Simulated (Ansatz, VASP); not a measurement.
**Zr in VASP and in Ansatz**

INCAR

```
SYSTEM = Zr
PREC = Accurate
ENCUT = 520
EDIFF = 1E-6
ISMEAR = -1
SIGMA = 0.1
LREAL = .False.
LASPH = .True.
NELM = 60
ALGO = Normal
ISIF = 2
LWAVE = .False.
LCHARG = .False.
GGA = PS
NBANDS = 19
```

KPOINTS

```
regular mesh
0
Gamma
  19 19 10
  0 0 0
```

The input POSCAR:

```
Zr
1.0
    3.0965391419      0.0000000000      0.0000000000
   -1.5482695709      2.6816815607      0.0000000000
    0.0000000000      0.0000000000      4.9782753182
Zr
2
Direct
    0.3333333333      0.6666666667      0.2500000000
    0.6666666667      0.3333333333      0.7500000000
```

Input for Ansatz:

```yaml
crystal:
  lattice:
    - [3.0965391191, 0.0, 0.0]
    - [-1.5482695595, 2.681681541, 0.0]
    - [0.0, 0.0, 4.9782753608]
  atoms:
    - { symbol: Zr, position: [0.3333333333, 0.6666666667, 0.25] }
    - { symbol: Zr, position: [0.6666666667, 0.3333333333, 0.75] }
hamiltonian:
  xc: pbesol
  pseudopotentials:
    kind: paw
    azcp:
      Zr: "pseudopotentials/Zr.paw.azcp"
basis:
  ecutwfc: 420
  fft_grid_basis: typed
kpoints:
  mp_grid: { grid: [19, 19, 10], shift: [0, 0, 0] }
magnetization:
  spin_polarized: false
scf:
  occupations: { method: fermi_dirac, width: 0.1 }
output:
  stress: true
```

Alike in both runs: task single point; functional PBEsol; k mesh 19 × 19 × 10; occupations fermi-dirac, width 0.1 eV; no spin polarisation.

|  | VASP | Ansatz |
| --- | --- | --- |
| version | VASP 6.6.1 | Ansatz 0.2.0 |
| potentials or method | VASP PAW PBE potentials, release 64 (Zr_sv), cutoff 520 eV | plane waves (420 eV) with PAW, scalar-relativistic |
| valence electrons in the cell | 24 | 24 |

VASP gave:

```
pressure (GPa)                                                : 9.5
traceless stress, the component that is largest in VASP (GPa) : 0.89
```

Task: Which values does Ansatz return?

Result: Pressure (GPa): 9.4; traceless stress, the component that is largest in VASP (GPa): 0.89.

VASP's potentials were made for PBE, not for PBEsol, and Ansatz warns of the same on its side. The functional is the same, so the differences come from potentials, cutoffs and numerics.
